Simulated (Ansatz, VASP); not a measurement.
Ni, level by level in two programs

```xyz
1
Lattice="-1.3837 1.3837 1.3837 1.3837 -1.3837 1.3837 1.3837 1.3837 -1.3837" Properties=species:S:1:pos:R:3 pbc="T T T"
Ni    0.0000    0.0000    0.0000
```

Single points on this cell with VASP 6.6.1 and Ansatz 0.2.0. Each row is one pair of runs. Alike in all rows: Ansatz's potentials, cutoff: Ansatz PAW, 420 eV.

| level | spin | k mesh | smearing | VASP's potentials, cutoff | pressure (GPa), VASP | pressure (GPa), Ansatz | net moment per atom (μB), VASP | net moment per atom (μB), Ansatz |
| --- | --- | --- | --- | --- | --- | --- | --- | --- |
| PBEsol | off | 13 × 13 × 13 | fermi-dirac, width 0.05 eV | VASP PAW PBE potentials, release 64 (Ni), 520 eV | -4.3 | -4.5 | - | - |
| PBEsol | collinear, typed start | 13 × 13 × 13 | fermi-dirac, width 0.05 eV | VASP PAW PBE potentials, release 64 (Ni), 520 eV | -2.5 | -2.4 | 0.58 | 0.59 |
| PBEsol | collinear, zero start | 11 × 11 × 11 | fermi-dirac, width 0.05 eV | VASP PAW PBE potentials, release 64 (Ni), 520 eV | -4.3 | -4.4 | 0.00 | 0.00 |
| PBEsol | collinear, typed start | 11 × 11 × 11 | fermi-dirac, width 0.05 eV | VASP PAW PBE potentials, release 64 (Ni), 520 eV | -4.1 | -4.2 | 0.20 | 0.20 |
| PBE | collinear, zero start | 11 × 11 × 11 | fermi-dirac, width 0.05 eV | VASP PAW PBE potentials, release 64 (Ni), 520 eV | 5.8 | 5.9 | 0.00 | 0.00 |
| PBE | collinear, typed start | 11 × 11 × 11 | fermi-dirac, width 0.05 eV | VASP PAW PBE potentials, release 64 (Ni), 520 eV | 6.0 | 6.1 | 0.20 | 0.20 |
| PBE | collinear, typed start | 13 × 13 × 13 | gaussian, width 0.015 eV | VASP PAW PBE potentials, release 64 (Ni), 600 eV | 7.6 | 7.7 | 0.59 | 0.59 |
| PBE | collinear, typed start | 13 × 13 × 13 | gaussian, width 0.016 eV | VASP PAW PBE potentials, release 64 (Ni), 600 eV | 7.6 | 7.7 | 0.59 | 0.59 |

Pressure (GPa): the two programs differ by at most 0.19; net moment per atom (μB): the two programs differ by at most 0.011.

VASP's potentials hold 10 valence electrons a cell and Ansatz's 18, so a difference there can come from the potentials and not from the codes.
